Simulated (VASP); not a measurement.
# Se (Pm-3m) in VASP: notebook

Runs on Se. Level: BLYP. Tasks: single point.

Everything below comes from runs of VASP 6.6.1. Logs are shortened: lines on timing, memory, paths and dates and some standing lists are left out, and cuts for length are marked.

## 1. The cell of the first run

Symmetry: Pm-3m, No. 221, cubic system. The conventional cell has a = 2.829 Å, b = 2.829 Å, c = 2.829 Å, α = 90.00°, β = 90.00°, γ = 90.00°. Within 3.7 Å of Se (site symmetry m-3m) lie 6 Se at 2.83 Å.

## 2. Single point, BLYP (volume scaled by 0.92)

INCAR reads:

```
SYSTEM = Se
PREC = Accurate ; ENCUT = 520
EDIFF = 1E-7 ; ISMEAR = -1
SIGMA = 0.1 ; LREAL = .False.
LASPH = .True. ; NELM = 80
ALGO = Normal ; ISIF = 2
LWAVE = .False. ; LCHARG = .False.
GGA = B5 ; ALDAX = 1.0
AGGAX = 1.0 ; AGGAC = 1.0
ALDAC = 0.0 ; NBANDS = 9
```

KPOINTS reads:

```
Automatic mesh
0
Gamma
  12 12 12
  0 0 0
```

POSCAR reads:

```
Se
1.0
    2.8289288674      0.0000000000      0.0000000000
    0.0000000000      2.8289288674      0.0000000000
    0.0000000000      0.0000000000      2.8289288674
Se
1
Direct
    0.0000000000      0.0000000000      0.0000000000
```

Potentials or basis: VASP PAW PBE potentials, release 64 (Se).

Command:

```sh
cat potpaw_PBE.64/Se/POTCAR > POTCAR
mpirun -np 1 vasp_std > vasp.out
```

OUTCAR:

```text
SYSTEM = Se
   PREC = Accurate
   ENCUT = 520
   EDIFF = 1E-7
   ISMEAR = -1
   LREAL = .False.
   LASPH = .True.
   NELM = 80
   ISIF = 2
   GGA = B5

 ion  position               nearest neighbor table
   1  0.000  0.000  0.000-

  LATTYP: Found a simple cubic cell.
 ALAT       =     2.8289288674

  Lattice vectors:

 A1 = (   2.8289288674,   0.0000000000,   0.0000000000)
 A2 = (   0.0000000000,   2.8289288674,   0.0000000000)
 A3 = (   0.0000000000,   0.0000000000,   2.8289288674)

Analysis of symmetry for initial positions (statically):
=====================================================================
 Subroutine PRICEL returns:
 Original cell was already a primitive cell.

 Routine SETGRP: Setting up the symmetry group for a
 simple cubic supercell.

 Subroutine GETGRP returns: Found 48 space group operations
[... 9 lines left out ...]

 Routine SETGRP: Setting up the symmetry group for a
 simple cubic supercell.

 Subroutine GETGRP returns: Found 48 space group operations
[... 11 lines left out ...]
                                     Primitive cell

  volume of cell :      22.6395

  direct lattice vectors                    reciprocal lattice vectors
     2.828928867  0.000000000  0.000000000     0.353490684  0.000000000  0.000000000
     0.000000000  2.828928867  0.000000000     0.000000000  0.353490684  0.000000000
     0.000000000  0.000000000  2.828928867     0.000000000  0.000000000  0.353490684

  length of vectors
     2.828928867  2.828928867  2.828928867     0.353490684  0.353490684  0.353490684

  position of ions in fractional coordinates (direct lattice)
     0.000000000  0.000000000  0.000000000

  ion indices of the primitive-cell ions
   primitive index   ion index
                 1           1

----------------------------------------------------------------------------------------

 KPOINTS: Automatic mesh

Automatic generation of k-mesh.
 Grid dimensions read from file:
 generate k-points for:   12   12   12

 Generating k-lattice:

  Cartesian coordinates                     Fractional coordinates (reciprocal lattice)
     0.029457557  0.000000000  0.000000000     0.083333333  0.000000000  0.000000000
     0.000000000  0.029457557  0.000000000     0.000000000  0.083333333  0.000000000
     0.000000000  0.000000000  0.029457557     0.000000000  0.000000000  0.083333333

  Length of vectors
     0.029457557  0.029457557  0.029457557

  Shift w.r.t. Gamma in fractional coordinates (k-lattice)
     0.000000000  0.000000000  0.000000000

 Subroutine IBZKPT returns following result:
 ===========================================

 Found     84 irreducible k-points:

 Following reciprocal coordinates:
            Coordinates               Weight
  0.000000  0.000000  0.000000      1.000000
  0.083333  0.000000  0.000000      6.000000
  0.166667  0.000000  0.000000      6.000000
  0.250000  0.000000  0.000000      6.000000
  0.333333  0.000000  0.000000      6.000000
  0.416667  0.000000  0.000000      6.000000
[... 16 lines left out ...]
  0.333333  0.333333  0.000000     12.000000
  0.416667  0.333333  0.000000     24.000000
 [... further k-points ...]
   k-points           NKPTS =     84   k-points in BZ     NKDIM =     84   number of bands    NBANDS=      9
   number of dos      NEDOS =    301   number of ions     NIONS =      1
   total plane-waves  NPLWV =  13824
   dimension x,y,z NGX =    24 NGY =   24 NGZ =   24
   dimension x,y,z NGXF=    48 NGYF=   48 NGZF=   48
   ions per type =               1
   NGX,Y,Z   is equivalent  to a cutoff of  14.10, 14.10, 14.10 a.u.
   NGXF,Y,Z  is equivalent  to a cutoff of  28.21, 28.21, 28.21 a.u.
 SYSTEM =  Se
   PREC   = accura    normal or accurate (medium, high low for compatibility)
   ISTART =      0    job   : 0-new  1-cont  2-samecut
   ICHARG =      2    charge: 1-file 2-atom 10-const
   ISPIN  =      1    spin polarized calculation?
   LNONCOLLINEAR =      F non collinear calculations
   LSORBIT =      F    spin-orbit coupling
   LASPH  =      T    aspherical Exc in radial PAW
   ENCUT  =  520.0 eV  38.22 Ry    6.18 a.u.   5.26  5.26  5.26*2*pi/ulx,y,z
   NELM   =     80;   NELMIN=  2; NELMDL= -5     # of ELM steps
   EDIFF  = 0.1E-06   stopping-criterion for ELM
   LREAL  =      F    real-space projection
   EDIFFG = 0.1E-05   stopping-criterion for IOM
   NSW    =      0    number of steps for IOM
   IBRION =     -1    ionic relax: 0-MD 1-quasi-New 2-CG
   NFREE  =      0    steps in history (QN), initial steepest desc. (CG)
   ISIF   =      2    stress and relaxation
   ISYM   =      2    0-nonsym 1-usesym 2-fastsym
   POTIM  = 0.5000    time-step for ionic-motion
   TEBEG  =    0.0;   TEEND  =   0.0 temperature during run
   PSTRESS=    0.0 pullay stress
   NELECT =       6.0000    total number of electrons
   NUPDOWN=      -1.0000    fix difference up-down
   EMIN   =  10.00;   EMAX   =-10.00  energy-range for DOS
   EFERMI =   0.00;   METHOD = LEGACY
   ISMEAR =    -1;   SIGMA  =   0.10  broadening in eV -4-tet -1-fermi 0-gaus
   EFERMI_NEDOS =   21; number of points for ismear=-14 and -15
   IALGO  =     38    algorithm
   IMIX   =      4    mixing-type and parameters
     AMIX     =   0.40;   BMIX     =  1.00
     AMIX_MAG =   1.60;   BMIX_MAG =  1.00
  volume/ion in A,a.u.               =      22.64       152.78
  Fermi-wavevector in a.u.,A,eV,Ry     =   1.051566  1.987172 15.045202  1.105791
  Thomas-Fermi vector in A             =   2.186614
   LORBIT       =      0    0 simple, 1 ext, 2 COOP (PROOUT), +10 PAW based schemes
   GGA     = B5    functional components
   LHFCALC =     F    Hartree Fock is set to
   AEXX    =    0.0000 exact exchange contribution
   IVDW    =     0    specifies the selected vdW correction
   LEPSILON=     F    determine dielectric tensor
   LRPA    =     F    only Hartree local field effects (RPA)
 non-spin polarized calculation
  energy-cutoff  :      520.00
  volume of cell :       22.64
 maximum number of plane-waves:       627
 NGX is ok and might be reduce to    24
   NGX = 11   NGY = 11   NGZ = 11

 number of electron       5.9999999 magnetization

 Free energy of the ion-electron system (eV)
  ---------------------------------------------------
  ext. energy  EPLUGINS =         0.00000000
  ---------------------------------------------------
  free energy    TOTEN  =        -2.72808581 eV

  energy without entropy =       -2.71020103  energy(sigma->0) =       -2.71914342

 E-fermi :   5.0915     XC(G=0):  -9.2708

 val. band max:        5.0637272964   @ k =   0.4167   0.1667   0.0000
 cond. band min:       5.1096087499   @ k =   0.3333   0.1667   0.1667
 fundamental gap:      0.0458814535
 Fermi energy:         5.0915496232

 k-point     1 :       0.0000    0.0000    0.0000
  band No.  band energies     occupation
      1     -10.9210      2.00000
      2       6.4371      0.00000
      3       6.4371      0.00000
      4       6.4371      0.00000
      5      13.0449      0.00000
      6      13.0449      0.00000
      7      13.2971      0.00000
      8      27.2575      0.00000
      9      27.2575      0.00000

 k-point     2 :       0.0833    0.0000    0.0000
  band No.  band energies     occupation
      1     -10.8241      2.00000
      2       5.4504      0.05379
      3       6.5130      0.00000
      4       6.5130      0.00000
      5      13.1427      0.00000
      6      13.3241      0.00000
      7      14.3317      0.00000
      8      25.6465      0.00000
      9      25.6465      0.00000

 k-point     3 :       0.1667    0.0000    0.0000
  band No.  band energies     occupation
      1     -10.5418      2.00000
      2       3.5297      2.00000
      3       6.7294      0.00000
      4       6.7294      0.00000
      5      13.4287      0.00000
      6      13.6841      0.00000
      7      16.8142      0.00000
      8      23.5047      0.00000
      9      23.5047      0.00000

 k-point     4 :       0.2500    0.0000    0.0000
  band No.  band energies     occupation
      1     -10.1038      2.00000
      2       1.5738      2.00000
      3       7.0502      0.00000
      4       7.0502      0.00000
      5      13.8758      0.00000
      6      14.2672      0.00000
      7      19.2939      0.00000
      8      21.6016      0.00000
      9      21.6016      0.00000

 k-point     5 :       0.3333    0.0000    0.0000
  band No.  band energies     occupation
      1      -9.5785      2.00000
      2      -0.1036      2.00000
      3       7.4075      0.00000
      4       7.4075      0.00000
      5      14.4195      0.00000
      6      15.0696      0.00000
      7      19.9260      0.00000
      8      20.0909      0.00000
      9      20.0909      0.00000

 k-point     6 :       0.4167    0.0000    0.0000
  band No.  band energies     occupation
      1      -9.1062      2.00000
      2      -1.2856      2.00000
      3       7.6991      0.00000
      4       7.6991      0.00000
      5      14.9189      0.00000
      6      16.0543      0.00000
      7      18.8833      0.00000
      8      19.1006      0.00000
      9      19.1006      0.00000

 k-point     7 :       0.5000    0.0000    0.0000
  band No.  band energies     occupation
      1      -8.9049      2.00000
      2      -1.7259      2.00000
      3       7.8137      0.00000
      4       7.8137      0.00000
      5      15.1362      0.00000
      6      16.8349      0.00000
      7      17.9910      0.00000
      8      18.7521      0.00000
      9      18.7521      0.00000

 k-point     8 :       0.0833    0.0833    0.0000
  band No.  band energies     occupation
      1     -10.7272      2.00000
      2       5.5146      0.02868
      3       5.5490      0.02042
      4       6.5886      0.00000
      5      13.3364      0.00000
      6      14.3945      0.00000
      7      14.4556      0.00000
      8      24.1791      0.00000
      9      25.4038      0.00000

 k-point     9 :       0.1667    0.0833    0.0000
  band No.  band energies     occupation
      1     -10.4450      2.00000
      2       3.6166      2.00000
      3       5.7653      0.00237
      4       6.8043      0.00000
      5      13.6536      0.00000
      6      14.7081      0.00000
      7      16.8650      0.00000
      8      22.1387      0.00000
      9      23.5611      0.00000

 k-point    10 :       0.2500    0.0833    0.0000
  band No.  band energies     occupation
      1     -10.0072      2.00000
      2       1.6641      2.00000
      3       6.1147      0.00007
      4       7.1240      0.00000
      5      14.1517      0.00000
      6      15.1453      0.00000
      7      18.8421      0.00000
      8      20.9503      0.00000
      9      21.6862      0.00000
[... 85 lines left out ...]
 k-point    18 :       0.5000    0.1667    0.0000
  band No.  band energies     occupation
      1      -8.5284      2.00000
      2      -1.3621      2.00000
      3       5.2162      0.44668
      4       8.0848      0.00000
      5      13.7339      0.00000
      6      16.2460      0.00000
      7      19.1410      0.00000
      8      19.6165      0.00000
      9      20.1691      0.00000

 k-point    19 :       0.2500    0.2500    0.0000
  band No.  band energies     occupation
      1      -9.2888      2.00000
      2       2.2813      2.00000
      3       2.3662      2.00000
      4       7.6455      0.00000
      5      14.3272      0.00000
      6      15.4732      0.00000
      7      20.8345      0.00000
      8      21.1792      0.00000
      9      21.9712      0.00000

 k-point    20 :       0.3333    0.2500    0.0000
  band No.  band energies     occupation
      1      -8.7650      2.00000
      2       0.6623      2.00000
      3       2.7884      2.00000
      4       7.9902      0.00000
      5      13.0684      0.00000
      6      15.8721      0.00000
      7      20.8628      0.00000
      8      21.4203      0.00000
      9      22.2572      0.00000

 k-point    21 :       0.4167    0.2500    0.0000
  band No.  band energies     occupation
      1      -8.2939      2.00000
      2      -0.5106      2.00000
      3       3.1886      2.00000
      4       8.2699      0.00000
      5      12.0337      0.00000
      6      16.5098      0.00000
      7      19.9297      0.00000
      8      21.1644      0.00000
      9      22.1404      0.00000

 k-point    22 :       0.5000    0.2500    0.0000
  band No.  band energies     occupation
      1      -8.0932      2.00000
      2      -0.9481      2.00000
      3       3.3531      2.00000
      4       8.3793      0.00000
      5      11.6486      0.00000
      6      16.8372      0.00000
      7      19.5955      0.00000
      8      20.7433      0.00000
      9      22.2628      0.00000

 k-point    23 :       0.3333    0.3333    0.0000
  band No.  band energies     occupation
      1      -8.2419      2.00000
      2       1.1046      2.00000
      3       1.1755      2.00000
      4       8.3259      0.00000
      5      11.4703      0.00000
      6      16.5102      0.00000
      7      21.1414      0.00000
      8      21.8035      0.00000
      9      22.5175      0.00000

 k-point    24 :       0.4167    0.3333    0.0000
  band No.  band energies     occupation
      1      -7.7713      2.00000
      2      -0.0273      2.00000
      3       1.5547      2.00000
      4       8.5973      0.00000
      5      10.3568      0.00000
      6      17.1843      0.00000
      7      20.4694      0.00000
      8      21.8983      0.00000
      9      21.9859      0.00000

 [... further k-points ...]

------------------------ aborting loop because EDIFF is reached ----------------------------------------

  FORCE on cell =-STRESS in cart. coord.  units (eV):
  Direction    XX          YY          ZZ          XY          YZ          ZX
  --------------------------------------------------------------------------------------
  -------------------------------------------------------------------------------------
  Total        0.8494955      0.8494955      0.8494955     -0.0000000     -0.0000000      0.0000000
  in kB       60.1181439     60.1181439     60.1181439     -0.0000000     -0.0000000      0.0000000
  external PRESSURE =      60.1181439 kB  Pullay stress =       0.0000000 kB

 VOLUME and BASIS-vectors are now :
 -----------------------------------------------------------------------------
  energy-cutoff  :      520.00
  volume of cell :       22.64
      direct lattice vectors                 reciprocal lattice vectors
     2.828928867  0.000000000  0.000000000     0.353490684  0.000000000  0.000000000
     0.000000000  2.828928867  0.000000000     0.000000000  0.353490684  0.000000000
     0.000000000  0.000000000  2.828928867     0.000000000  0.000000000  0.353490684

 POSITION                                       TOTAL-FORCE (eV/Angst)
 -----------------------------------------------------------------------------------
      0.00000      0.00000      0.00000         0.000000      0.000000      0.000000
 -----------------------------------------------------------------------------------
    total drift:                                0.000000      0.000000      0.000000

  FREE ENERGIE OF THE ION-ELECTRON SYSTEM (eV)
  ---------------------------------------------------
  free  energy   TOTEN  =        -2.7280858110 eV

  energy  without entropy=       -2.7102010257  energy(sigma->0) =       -2.71914342
```

Wall time 7.9 s (1 thread of Intel Xeon 6975P-C (Granite Rapids), shared host); peak memory 0.14 GiB.

Results:

```
Free energy            : -2.7281 eV
Pressure               : 6.0 GPa
Band gap on the k mesh : zero (band 3 reaches 7.81 eV, above the bottom of band 4 at 1.78 eV)
```

Levels at points of the mesh, in eV from the Fermi level:
```csv
k point,band 1,band 2,band 3,band 4,band 5,band 6,band 7,band 8
"(0.00, 0.00, 0.00)",-16.01,1.35,1.35,1.35,7.95,7.95,8.21,22.17
"(0.50, 0.00, 0.00)",-14.00,-6.82,2.72,2.72,10.04,11.74,12.90,13.66
"(0.50, 0.50, 0.00)",-11.99,-4.96,-4.96,3.28,3.97,13.45,15.80,15.80
"(0.50, 0.50, 0.50)",-9.94,-3.31,-3.31,-3.31,6.10,6.10,6.10,10.42
```

Caveat: the PAW data sets were made with another functional, which shifts forces and pressure a little.

## 3. Single point, BLYP (volume scaled by 0.96)

INCAR reads:

```
SYSTEM = Se
PREC = Accurate ; ENCUT = 520
EDIFF = 1E-6 ; ISMEAR = -1
SIGMA = 0.1 ; LREAL = .FALSE.
LASPH = .TRUE. ; NELM = 100
ALGO = Normal ; ISIF = 2
LWAVE = .FALSE. ; LCHARG = .FALSE.
GGA = B5 ; ALDAX = 1.0
AGGAX = 1.0 ; AGGAC = 1.0
ALDAC = 0.0 ; NBANDS = 9
```

KPOINTS reads:

```
regular mesh
0
G
  12 12 12
  0 0 0
```

POSCAR reads:

```
Se
1.0
    2.8693475977      0.0000000000      0.0000000000
    0.0000000000      2.8693475977      0.0000000000
    0.0000000000      0.0000000000      2.8693475977
Se
1
Direct
    0.0000000000      0.0000000000      0.0000000000
```

Potentials or basis: VASP PAW PBE potentials, release 64 (Se).

Command:

```sh
cat potpaw_PBE.64/Se/POTCAR > POTCAR
mpirun -np 1 vasp_std > vasp.out
```

OUTCAR:

```text
SYSTEM = Se
   PREC = Accurate
   ENCUT = 520
   EDIFF = 1E-6
   ISMEAR = -1
   LREAL = .FALSE.
   LASPH = .TRUE.
   NELM = 100
   ISIF = 2
   GGA = B5

 ion  position               nearest neighbor table
   1  0.000  0.000  0.000-

  LATTYP: Found a simple cubic cell.
 ALAT       =     2.8693475977

  Lattice vectors:

 A1 = (   2.8693475977,   0.0000000000,   0.0000000000)
 A2 = (   0.0000000000,   2.8693475977,   0.0000000000)
 A3 = (   0.0000000000,   0.0000000000,   2.8693475977)

[... 464 lines left out ...]
      8      21.1549      0.00000
      9      21.2488      0.00000

 [... further k-points ...]

------------------------ aborting loop because EDIFF is reached ----------------------------------------

  FORCE on cell =-STRESS in cart. coord.  units (eV):
  Direction    XX          YY          ZZ          XY          YZ          ZX
  --------------------------------------------------------------------------------------
  -------------------------------------------------------------------------------------
  Total        0.4098785      0.4098785      0.4098785     -0.0000000     -0.0000000      0.0000000
  in kB       27.7981708     27.7981708     27.7981708     -0.0000000     -0.0000000      0.0000000
  external PRESSURE =      27.7981708 kB  Pullay stress =       0.0000000 kB

 VOLUME and BASIS-vectors are now :
 -----------------------------------------------------------------------------
  energy-cutoff  :      520.00
  volume of cell :       23.62
      direct lattice vectors                 reciprocal lattice vectors
     2.869347598  0.000000000  0.000000000     0.348511279  0.000000000  0.000000000
     0.000000000  2.869347598  0.000000000     0.000000000  0.348511279  0.000000000
     0.000000000  0.000000000  2.869347598     0.000000000  0.000000000  0.348511279

 POSITION                                       TOTAL-FORCE (eV/Angst)
 -----------------------------------------------------------------------------------
      0.00000      0.00000      0.00000         0.000000      0.000000      0.000000
 -----------------------------------------------------------------------------------
    total drift:                               -0.000000      0.000000      0.000000

  FREE ENERGIE OF THE ION-ELECTRON SYSTEM (eV)
  ---------------------------------------------------
  free  energy   TOTEN  =        -2.7547904056 eV

  energy  without entropy=       -2.7359994233  energy(sigma->0) =       -2.74539491
```

stdout:

```text
POSCAR found type information on POSCAR Se
 POSCAR found :  1 types and       1 ions
 scaLAPACK will be used
 -----------------------------------------------------------------------------
|                                                                             |
|                                                                             |
|     You enforced a specific xc type in the INCAR file but a different       |
|     I HOPE YOU KNOW WHAT YOU ARE DOING!                                     |
|                                                                             |
 -----------------------------------------------------------------------------

 LDA part: xc-table for (Slater(with rela. corr.)+VWN5), standard interpolation
 POSCAR, INCAR and KPOINTS ok, starting setup
 FFT: planning ... GRIDC
 FFT: planning ... GRID_SOFT
 FFT: planning ... GRID
 WAVECAR not read
 entering main loop
```

Run time: 7.4 s. Hardware: 1 thread of Intel Xeon 6975P-C (Granite Rapids), shared host; peak memory 0.14 GiB.

Results:

```yaml
Free_energy: -2.7548 eV
Pressure: 2.8 GPa
Band_gap_on_the_k_mesh: zero (band 3 reaches 7.14 eV, above the bottom of band 4 at 1.44 eV)
```

Caveat: the PAW data sets were made with another functional, which shifts forces and pressure a little.
